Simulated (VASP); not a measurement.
## Zr (a cell with a defect): single point with PBE

Zr (a cell with a defect):

```
Zr
1.0
     3.22265    5.58179    0.00000
    -3.22265    5.58179    0.00000
     0.00000    0.00000   10.26421
Zr
15
Cartesian
  -0.0739 1.9062 1.2702
  -0.1963 3.9008 3.7944
  0.0876 3.6808 8.9067
  -1.7013 4.6990 1.3495
  -2.4186 6.9799 5.1279
  -1.4174 4.4789 6.4618
  -1.5398 6.4737 8.9859
  1.5026 4.7171 1.2224
  1.3603 6.5967 3.7942
  1.8400 4.5223 6.3682
  1.6926 6.4608 8.9067
  -0.0837 7.5007 1.3495
  -0.2311 9.4393 3.8880
  0.2487 7.3647 6.4617
  0.1064 9.2443 9.0336
```

| Quantity | Value |
| --- | --- |
| Program | VASP 6.6.1 |
| Task | single point |
| Functional | PBE |
| Potentials or basis | VASP PAW PBE potentials, release 64 (Zr_sv) |
| Cutoff | 520 eV |
| k mesh | 3 × 3 × 2 |
| Occupations | gaussian, width 0.1 eV |
| Spin | no spin polarisation |

```
Pressure               : -2.2 GPa
Largest force          : 0.035 eV/Å
Band gap on the k mesh : zero (band 90 reaches 8.47 eV, above the bottom of band 91 at 7.98 eV)
```

Forces on the atoms (eV/Å):
```
Zr  -0.020  0.011 -0.017
Zr  -0.006  0.005 -0.010
Zr   0.005  0.008  0.006
Zr  -0.005 -0.009 -0.007
Zr   0.000  0.000  0.001
Zr   0.007 -0.006  0.011
Zr   0.020 -0.011  0.017
Zr   0.028 -0.016  0.009
Zr  -0.008  0.003 -0.010
Zr  -0.001  0.001  0.007
Zr  -0.004 -0.009  0.006
Zr   0.005  0.009 -0.007
Zr   0.002 -0.001 -0.009
Zr   0.009 -0.002  0.011
Zr  -0.030  0.017 -0.008
```

Stress tensor (GPa, compression positive):
```
-2.16 -0.51  1.29
-0.51 -2.75 -0.75
 1.29 -0.75 -1.80
```

Levels at points of the mesh, in eV from the Fermi level:
```csv
k point,band 86,band 87,band 88,band 89,band 90,band 91,band 92,band 93,band 94,band 95
"(0.00, 0.00, 0.00)",-0.36,0.14,0.19,0.27,0.28,0.47,0.57,0.61,0.79,0.82
"(0.00, 0.00, 0.50)",-0.51,-0.21,-0.14,0.14,0.15,0.53,0.57,0.62,0.79,0.79
```

Run time: 8.8 min on 1 thread of Intel(R) Xeon(R) 6975P-C (Granite Rapids), with other jobs on the host, peak memory 0.56 GiB.

Caveat: the k points lie up to 0.38 Å⁻¹ apart.
